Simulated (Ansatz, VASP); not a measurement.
## CsBe: VASP beside Ansatz

```
Cs Be
1.0
     4.41156    0.00000    0.00000
     0.00000    4.41156    0.00000
     0.00000    0.00000    4.41156
Cs Be
1 1
Direct
  0.00000 0.00000 0.00000
  0.50000 0.50000 0.50000
```

Alike in both runs: task relaxation of cell and atoms; functional PBE; k mesh 12 × 12 × 12; occupations gaussian, width 0.1 eV; no spin polarisation.

|  | VASP | Ansatz |
| --- | --- | --- |
| version | VASP 6.6.1 | Ansatz 0.2.0 |
| potentials or method | VASP PAW PBE potentials, release 64 (Cs_sv, Be), cutoff 600 eV | scalar-relativistic, plane waves, PAW |
| valence electrons in the cell | 11 | 11 |

|  | VASP | Ansatz | Ansatz less VASP |
| --- | --- | --- | --- |
| gap on the k mesh at the Fermi level, each at its own relaxed structure (eV) | none | none | - |
| relaxed volume (Å³/atom) | 42.50 | 42.40 | -0.092 |
| relaxed cell length with the largest relative difference (Å) | 4.397 | 4.394 | -0.0032 |

A gap of «none» marks a metal or a gap that the smearing closes.

Spin-orbit coupling is off throughout.
